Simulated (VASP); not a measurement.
# Ti3Si2 (Pm-3m) in VASP: further runs

Runs on Ti3Si2. Level: PBE. Tasks: single point, relaxation of cell and atoms.

All numbers are computed with VASP 6.6.1; they aren't measurements. Logs are shortened: lines on timing, memory, paths and dates and some standing lists are left out, and cuts for length are marked.

### 1 The cell of the first run

It takes space group Pm-3m (No. 221, cubic). The conventional cell has a = 4.549 Å, b = 4.549 Å, c = 4.549 Å, α = 90.00°, β = 90.00°, γ = 90.00°. Within 3.0 Å of Ti (site symmetry 4/mmm) lie 2 Si at 2.27 Å. Within 4.2 Å of Si (site symmetry m-3m) lie 12 Ti at 3.22 Å and 8 Si at 3.94 Å. Within 3.0 Å of Si (site symmetry m-3m) lie 6 Ti at 2.27 Å.

### 2 Single point, PBE

INCAR reads:

```
PREC     = Accurate       # precision mode
ENCUT    = 520            # plane-wave cutoff, eV
EDIFF    = 1E-7           # SCF threshold, eV
ISMEAR   = 0              # smearing method
SIGMA    = 0.1            # smearing width, eV
LREAL    = F              # projectors in reciprocal space
LASPH    = T              # aspherical terms in the spheres
NELM     = 100            # most SCF steps
ALGO     = Normal         # electronic algorithm
ISIF     = 2              # what is computed and relaxed
LWAVE    = F              # write WAVECAR
LCHARG   = F              # write CHGCAR
GGA      = PE             # functional
NBANDS   = 30             # bands
```

KPOINTS reads:

```
regular mesh
0
Gamma
  8 8 8
```

POSCAR reads:

```
Ti3Si2
1.0
    4.5491484111      0.0000000000      0.0000000000
    0.0000000000      4.5491484111      0.0000000000
    0.0000000000      0.0000000000      4.5491484111
Ti Si
3 2
Direct
    0.5000000000      0.0000000000      0.0000000000
    0.0000000000      0.5000000000      0.0000000000
    0.0000000000      0.0000000000      0.5000000000
    0.5000000000      0.5000000000      0.5000000000
    0.0000000000      0.0000000000      0.0000000000
```

Potentials or basis: VASP PAW PBE potentials, release 64 (Ti_sv, Si).

Run with:

```
> cat potpaw_PBE.64/Ti_sv/POTCAR potpaw_PBE.64/Si/POTCAR > POTCAR
> mpirun -np 1 vasp_std > vasp.out
```

OUTCAR:

```text
PREC = Accurate
   ENCUT = 520
   EDIFF = 1E-7
   ISMEAR = 0
   LREAL = F
   LASPH = T
   NELM = 100
   ISIF = 2
   GGA = PE

 ion  position               nearest neighbor table
   1  0.500  0.000  0.000-   5 2.27   5 2.27
   2  0.000  0.500  0.000-   5 2.27   5 2.27
   3  0.000  0.000  0.500-   5 2.27   5 2.27
   4  0.500  0.500  0.500-
   5  0.000  0.000  0.000-   1 2.27   2 2.27   3 2.27   3 2.27   2 2.27   1 2.27

  LATTYP: Found a simple cubic cell.
 ALAT       =     4.5491484111

  Lattice vectors:

 A1 = (   4.5491484111,   0.0000000000,   0.0000000000)
 A2 = (   0.0000000000,   4.5491484111,   0.0000000000)
 A3 = (   0.0000000000,   0.0000000000,   4.5491484111)

Analysis of symmetry for initial positions (statically):
=====================================================================
 Subroutine PRICEL returns:
 Original cell was already a primitive cell.

 Routine SETGRP: Setting up the symmetry group for a
 simple cubic supercell.

 Subroutine GETGRP returns: Found 48 space group operations
 (whereof 48 operations were pure point group operations)
 out of a pool of 48 trial point group operations.

The static configuration has the point symmetry O_h .

Analysis of symmetry for dynamics (positions and initial velocities):
=====================================================================
 Subroutine PRICEL returns:
 Original cell was already a primitive cell.

 Routine SETGRP: Setting up the symmetry group for a
 simple cubic supercell.

 Subroutine GETGRP returns: Found 48 space group operations
 (whereof 48 operations were pure point group operations)
 out of a pool of 48 trial point group operations.

The dynamic configuration has the point symmetry O_h .

 Subroutine INISYM returns: Found 48 space group operations
 (whereof 48 operations are pure point group operations),
 and found     1 'primitive' translations

----------------------------------------------------------------------------------------

                                     Primitive cell

  volume of cell :      94.1435

  direct lattice vectors                    reciprocal lattice vectors
     4.549148411  0.000000000  0.000000000     0.219821362  0.000000000  0.000000000
     0.000000000  4.549148411  0.000000000     0.000000000  0.219821362  0.000000000
     0.000000000  0.000000000  4.549148411     0.000000000  0.000000000  0.219821362

  length of vectors
     4.549148411  4.549148411  4.549148411     0.219821362  0.219821362  0.219821362

  position of ions in fractional coordinates (direct lattice)
     0.500000000  0.000000000  0.000000000
     0.000000000  0.500000000  0.000000000
     0.000000000  0.000000000  0.500000000
     0.500000000  0.500000000  0.500000000
     0.000000000  0.000000000  0.000000000

  ion indices of the primitive-cell ions
   primitive index   ion index
                 1           1
                 2           2
                 3           3
                 4           4
                 5           5

----------------------------------------------------------------------------------------

 KPOINTS: regular mesh

Automatic generation of k-mesh.
 Grid dimensions read from file:
 generate k-points for:    8    8    8

 Generating k-lattice:

  Cartesian coordinates                     Fractional coordinates (reciprocal lattice)
     0.027477670  0.000000000  0.000000000     0.125000000  0.000000000  0.000000000
     0.000000000  0.027477670  0.000000000     0.000000000  0.125000000  0.000000000
     0.000000000  0.000000000  0.027477670     0.000000000  0.000000000  0.125000000

  Length of vectors
     0.027477670  0.027477670  0.027477670

  Shift w.r.t. Gamma in fractional coordinates (k-lattice)
     0.000000000  0.000000000  0.000000000

 Subroutine IBZKPT returns following result:
 ===========================================

 Found     35 irreducible k-points:

 Following reciprocal coordinates:
            Coordinates               Weight
  0.000000  0.000000  0.000000      1.000000
  0.125000  0.000000  0.000000      6.000000
  0.250000  0.000000  0.000000      6.000000
  0.375000  0.000000  0.000000      6.000000
  0.500000  0.000000  0.000000      3.000000
  0.125000  0.125000  0.000000     12.000000
[... 16 lines left out ...]
  0.375000  0.375000  0.125000     24.000000
  0.500000  0.375000  0.125000     24.000000
 [... further k-points ...]
   k-points           NKPTS =     35   k-points in BZ     NKDIM =     35   number of bands    NBANDS=     30
   number of dos      NEDOS =    301   number of ions     NIONS =      5
   total plane-waves  NPLWV =  46656
   dimension x,y,z NGX =    36 NGY =   36 NGZ =   36
   dimension x,y,z NGXF=    72 NGYF=   72 NGZF=   72
   ions per type =               3   2
   NGX,Y,Z   is equivalent  to a cutoff of  13.16, 13.16, 13.16 a.u.
   NGXF,Y,Z  is equivalent  to a cutoff of  26.31, 26.31, 26.31 a.u.
 SYSTEM =  unknown system
   PREC   = accura    normal or accurate (medium, high low for compatibility)
   ISTART =      0    job   : 0-new  1-cont  2-samecut
   ICHARG =      2    charge: 1-file 2-atom 10-const
   ISPIN  =      1    spin polarized calculation?
   LNONCOLLINEAR =      F non collinear calculations
   LSORBIT =      F    spin-orbit coupling
   LASPH  =      T    aspherical Exc in radial PAW
   ENCUT  =  520.0 eV  38.22 Ry    6.18 a.u.   8.46  8.46  8.46*2*pi/ulx,y,z
   NELM   =    100;   NELMIN=  2; NELMDL= -5     # of ELM steps
   EDIFF  = 0.1E-06   stopping-criterion for ELM
   LREAL  =      F    real-space projection
   EDIFFG = 0.1E-05   stopping-criterion for IOM
   NSW    =      0    number of steps for IOM
   IBRION =     -1    ionic relax: 0-MD 1-quasi-New 2-CG
   NFREE  =      0    steps in history (QN), initial steepest desc. (CG)
   ISIF   =      2    stress and relaxation
   ISYM   =      2    0-nonsym 1-usesym 2-fastsym
   POTIM  = 0.5000    time-step for ionic-motion
   TEBEG  =    0.0;   TEEND  =   0.0 temperature during run
   PSTRESS=    0.0 pullay stress
   NELECT =      44.0000    total number of electrons
   NUPDOWN=      -1.0000    fix difference up-down
   EMIN   =  10.00;   EMAX   =-10.00  energy-range for DOS
   EFERMI =   0.00;   METHOD = LEGACY
   ISMEAR =     0;   SIGMA  =   0.10  broadening in eV -4-tet -1-fermi 0-gaus
   EFERMI_NEDOS =   21; number of points for ismear=-14 and -15
   IALGO  =     38    algorithm
   IMIX   =      4    mixing-type and parameters
     AMIX     =   0.40;   BMIX     =  1.00
     AMIX_MAG =   1.60;   BMIX_MAG =  1.00
  volume/ion in A,a.u.               =      18.83       127.06
  Fermi-wavevector in a.u.,A,eV,Ry     =   1.270464  2.400828 21.960867  1.614078
  Thomas-Fermi vector in A             =   2.403450
   LORBIT       =      0    0 simple, 1 ext, 2 COOP (PROOUT), +10 PAW based schemes
   GGA     = PE    functional components
   LHFCALC =     F    Hartree Fock is set to
   AEXX    =    0.0000 exact exchange contribution
   IVDW    =     0    specifies the selected vdW correction
   LEPSILON=     F    determine dielectric tensor
   LRPA    =     F    only Hartree local field effects (RPA)
 non-spin polarized calculation
 Gauss-broadening in eV      SIGMA  =   0.10
  energy-cutoff  :      520.00
  volume of cell :       94.14
 maximum number of plane-waves:      2560
 NGX is ok and might be reduce to    36
   NGX = 17   NGY = 17   NGZ = 17

 number of electron      44.0000014 magnetization

 Free energy of the ion-electron system (eV)
  ---------------------------------------------------
  ext. energy  EPLUGINS =         0.00000000
  ---------------------------------------------------
  free energy    TOTEN  =       -33.09307577 eV

  energy without entropy =      -33.07136236  energy(sigma->0) =      -33.08221906

 E-fermi :   7.2533     XC(G=0): -10.5543

 val. band max:        7.2411775135   @ k =   0.2500   0.1250   0.0000
 cond. band min:       7.2694646960   @ k =   0.3750   0.3750   0.3750
 fundamental gap:      0.0282871824
 Fermi energy:         7.2532853808

 k-point     1 :       0.0000    0.0000    0.0000
  band No.  band energies     occupation
      1     -49.9542      2.00000
      2     -49.9158      2.00000
      3     -49.9158      2.00000
      4     -26.3159      2.00000
      5     -26.3159      2.00000
      6     -26.3159      2.00000
[... 22 lines left out ...]
     29       8.7990      0.00000
     30       8.7990      0.00000

 k-point     2 :       0.1250    0.0000    0.0000
  band No.  band energies     occupation
      1     -49.9529      2.00000
      2     -49.9170      2.00000
      3     -49.9158      2.00000
      4     -26.3118      2.00000
      5     -26.3118      2.00000
      6     -26.3100      2.00000
[... 22 lines left out ...]
     29       8.9761      0.00000
     30       8.9761      0.00000

 k-point     3 :       0.2500    0.0000    0.0000
  band No.  band energies     occupation
      1     -49.9492      2.00000
      2     -49.9205      2.00000
      3     -49.9158      2.00000
      4     -26.3009      2.00000
      5     -26.3009      2.00000
      6     -26.2930      2.00000
[... 22 lines left out ...]
     29       9.1511      0.00000
     30       9.3460      0.00000

 k-point     4 :       0.3750    0.0000    0.0000
  band No.  band energies     occupation
      1     -49.9443      2.00000
      2     -49.9252      2.00000
      3     -49.9157      2.00000
      4     -26.2874      2.00000
      5     -26.2874      2.00000
      6     -26.2687      2.00000
[... 616 lines left out ...]
     29       8.7469      0.00000
     30       9.1245      0.00000

 k-point    23 :       0.3750    0.3750    0.1250
  band No.  band energies     occupation
      1     -49.9357      2.00000
      2     -49.9263      2.00000
      3     -49.9228      2.00000
      4     -26.3156      2.00000
      5     -26.2941      2.00000
      6     -26.2631      2.00000
[... 22 lines left out ...]
     29       8.7887      0.00000
     30       8.9886      0.00000

 k-point    24 :       0.5000    0.3750    0.1250
  band No.  band energies     occupation
      1     -49.9328      2.00000
      2     -49.9281      2.00000
      3     -49.9237      2.00000
      4     -26.3107      2.00000
      5     -26.3049      2.00000
      6     -26.2641      2.00000
[... 22 lines left out ...]
     29       8.8895      0.00000
     30       8.9701      0.00000

 [... further k-points ...]

------------------------ aborting loop because EDIFF is reached ----------------------------------------

  FORCE on cell =-STRESS in cart. coord.  units (eV):
  Direction    XX          YY          ZZ          XY          YZ          ZX
  --------------------------------------------------------------------------------------
  -------------------------------------------------------------------------------------
  Total        0.0025187      0.0025187      0.0025187      0.0000000     -0.0000000     -0.0000000
  in kB        0.0428641      0.0428641      0.0428641      0.0000000     -0.0000000     -0.0000000
  external PRESSURE =       0.0428641 kB  Pullay stress =       0.0000000 kB

 VOLUME and BASIS-vectors are now :
 -----------------------------------------------------------------------------
  energy-cutoff  :      520.00
  volume of cell :       94.14
      direct lattice vectors                 reciprocal lattice vectors
     4.549148411  0.000000000  0.000000000     0.219821362  0.000000000  0.000000000
     0.000000000  4.549148411  0.000000000     0.000000000  0.219821362  0.000000000
     0.000000000  0.000000000  4.549148411     0.000000000  0.000000000  0.219821362

 POSITION                                       TOTAL-FORCE (eV/Angst)
 -----------------------------------------------------------------------------------
      2.27457      0.00000      0.00000         0.000000      0.000000      0.000000
      0.00000      2.27457      0.00000         0.000000      0.000000      0.000000
      0.00000      0.00000      2.27457         0.000000      0.000000      0.000000
      2.27457      2.27457      2.27457         0.000000      0.000000      0.000000
      0.00000      0.00000      0.00000         0.000000      0.000000      0.000000
 -----------------------------------------------------------------------------------
    total drift:                                0.000000      0.000000     -0.000000

  FREE ENERGIE OF THE ION-ELECTRON SYSTEM (eV)
  ---------------------------------------------------
  free  energy   TOTEN  =       -33.0930757696 eV

  energy  without entropy=      -33.0713623577  energy(sigma->0) =      -33.08221906
```

Wall time 87 s (1 thread of AMD EPYC 7R13 (Zen 3), shared host); peak memory 0.21 GiB.

What came out:

```yaml
Free_energy: -33.0931 eV
Pressure: 0.0 GPa
Band_gap_on_the_k_mesh: zero (band 22 reaches 7.42 eV, above the bottom of band 23 at 7.13 eV)
```

### 3 Relaxation of cell and atoms, PBE

INCAR reads:

```
SYSTEM = Ti3Si2
ALGO     = Normal         ! electronic algorithm
EDIFF    = 1E-7           ! SCF threshold, eV
EDIFFG   = -0.01          ! ionic threshold
ENCUT    = 600            ! plane-wave cutoff, eV
GGA      = PE             ! functional
IBRION   = 2              ! ionic algorithm
ISIF     = 3              ! what is computed and relaxed
ISMEAR   = 0              ! smearing method
LASPH    = .TRUE.         ! aspherical terms in the spheres
LCHARG   = .FALSE.        ! write CHGCAR
LREAL    = .FALSE.        ! projectors in reciprocal space
LWAVE    = .FALSE.        ! write WAVECAR
NELM     = 100            ! most SCF steps
NSW      = 100            ! ionic steps
PREC     = Accurate       ! precision mode
SIGMA    = 0.1            ! smearing width, eV
```

KPOINTS reads:

```
k-points
0
G
  8 8 8
  0 0 0
```

POSCAR, as its differences from that of step 2:

```diff
@@ -2,5 +2,5 @@
 1.0
-    4.5491484111      0.0000000000      0.0000000000
-    0.0000000000      4.5491484111      0.0000000000
-    0.0000000000      0.0000000000      4.5491484111
+    4.5506507260      0.0000000000      0.0000000000
+    0.0000000000      4.5506507260      0.0000000000
+    0.0000000000      0.0000000000      4.5506507260
 Ti Si
```

Potentials or basis: VASP PAW PBE potentials, release 64 (Ti_sv, Si).

Run with:

```
> cat potpaw_PBE.64/Ti_sv/POTCAR potpaw_PBE.64/Si/POTCAR > POTCAR
> mpirun -np 1 vasp_std > vasp.out
```

Run time: 3.7 min. Hardware: 1 thread of AMD EPYC 7R13 (Zen 3), shared host; peak memory 0.23 GiB.

Results (log left out):

| Item | Value |
| --- | --- |
| Free energy | -33.0932 eV |
| Relaxed volume | 18.82 Å³/atom |
| Relaxed cell | a = 4.548 Å, b = 4.548 Å, c = 4.548 Å, α = 90.00°, β = 90.00°, γ = 90.00° |
| Space group after relaxing (to 0.05 Å) | Pm-3m (No. 221) |
| Energy gained by relaxing | 0.0 meV/atom |
| Ionic steps | 2 |
| Pressure after relaxing | 0.0 GPa |
| Band gap on the k mesh | zero (band 22 reaches 7.43 eV, above the bottom of band 23 at 7.13 eV) |

Final structure:
```cif
data_structure
_symmetry_space_group_name_H-M 'P 1'
_symmetry_Int_Tables_number 1
_cell_length_a 4.5483
_cell_length_b 4.5483
_cell_length_c 4.5483
_cell_angle_alpha 90.000
_cell_angle_beta 90.000
_cell_angle_gamma 90.000
_cell_volume 94.09
loop_
_atom_site_label
_atom_site_type_symbol
_atom_site_fract_x
_atom_site_fract_y
_atom_site_fract_z
_atom_site_occupancy
Ti1 Ti 0.50000 0.00000 0.00000 1
Ti2 Ti 0.00000 0.50000 0.00000 1
Ti3 Ti 0.00000 0.00000 0.50000 1
Si1 Si 0.50000 0.50000 0.50000 1
Si2 Si 0.00000 0.00000 0.00000 1
```

Levels at points of the mesh, in eV from the Fermi level:
| k point | band 19 | band 20 | band 21 | band 22 | band 23 | band 24 | band 25 | band 26 |
| --- | --- | --- | --- | --- | --- | --- | --- | --- |
| (0.00, 0.00, 0.00) | -1.67 | -1.67 | -1.32 | -1.32 | 0.71 | 0.71 | 1.01 | 1.01 |
| (0.50, 0.00, 0.00) | -1.98 | -1.98 | -1.39 | -0.36 | 0.37 | 0.58 | 0.70 | 0.74 |
| (0.50, 0.50, 0.00) | -2.02 | -1.82 | -0.49 | -0.49 | 0.33 | 0.33 | 0.51 | 0.97 |
| (0.50, 0.50, 0.50) | -2.37 | -2.37 | 0.14 | 0.14 | 0.14 | 0.25 | 0.25 | 0.25 |

### 4 Single point, PBE, collinear spin, ferromagnetic start

INCAR reads:

```
ALGO = Normal
EDIFF = 1E-7
ENCUT = 520
GGA = PE
ISIF = 2
ISMEAR = 0
ISPIN = 2
LASPH = True
LCHARG = False
LMAXMIX = 4
LORBIT = 11
LREAL = False
LWAVE = False
MAGMOM = 1 1 1 0 0
NBANDS = 34
NELM = 150
PREC = Accurate
SIGMA = 0.1
```

KPOINTS reads:

```
k-points
0
Gamma
  4 4 4
```

POSCAR is that of step 3.

Run with:

```
> cat potpaw_PBE.64/Ti_sv/POTCAR potpaw_PBE.64/Si/POTCAR > POTCAR
> mpirun -np 1 vasp_std > vasp.out
```

Run time: 3.4 min. Hardware: 1 thread of AMD EPYC 7R13 (Zen 3), shared host; peak memory 0.22 GiB.

It converged, with:

```yaml
Free_energy: -33.0967 eV
Pressure: 0.1 GPa
Net_moment: 0.23 μB per cell
Site_moments: Ti +0.06; Si -0.00 μB
Valence_electrons_inside_the_program's_atomic_spheres: Ti 10.27; Si 1.47, 2.00
```

Levels at points of the mesh, in eV from the Fermi level:
Spin up:
```
           k point  band 18  band 19  band 20  band 21  band 22  band 23  band 24  band 25  band 26  band 27
(0.00, 0.00, 0.00)    -1.65    -1.65    -1.65    -1.31    -1.31     0.72     0.72     1.04     1.04     1.04
(0.50, 0.00, 0.00)    -2.06    -1.93    -1.93    -1.37    -0.35     0.37     0.62     0.72     0.72     0.77
(0.50, 0.50, 0.00)    -1.99    -1.99    -1.76    -0.47    -0.47     0.33     0.33     0.53     0.97     1.26
(0.50, 0.50, 0.50)    -2.32    -2.32    -2.32     0.16     0.16     0.16     0.25     0.25     0.25     1.27
```
Spin down:
```tsv
k point	band 20	band 21	band 22	band 23	band 24	band 25
(0.00, 0.00, 0.00)	-1.60	-1.23	-1.23	0.76	0.76	1.07
(0.50, 0.00, 0.00)	-1.91	-1.32	-0.27	0.46	0.64	0.77
(0.50, 0.50, 0.00)	-1.75	-0.42	-0.42	0.41	0.41	0.57
(0.50, 0.50, 0.50)	-2.30	0.20	0.20	0.20	0.33	0.33
```

### 5 The runs side by side

| task | spin | cell | k mesh | cutoff (eV) | gap on the mesh (eV) | pressure (GPa) |
| --- | --- | --- | --- | --- | --- | --- |
| single point | off | a = 4.549 Å, 5 atoms | 8 × 8 × 8 | 520 | none | 0.0 |
| relaxation of cell and atoms | off | relaxed from a = 4.551 Å, 5 atoms | 8 × 8 × 8 | 600 | none | 0.0 |
| single point | collinear, ferromagnetic start | a = 4.551 Å, 5 atoms | 4 × 4 × 4 | 520 | none | 0.1 |

Alike in all rows: level PBE; potentials or basis VASP PAW PBE potentials, release 64 (Ti_sv, Si); smearing gaussian 0.1 eV.

Total energies depend on the potentials used, so only differences within one code and one set of settings carry meaning.
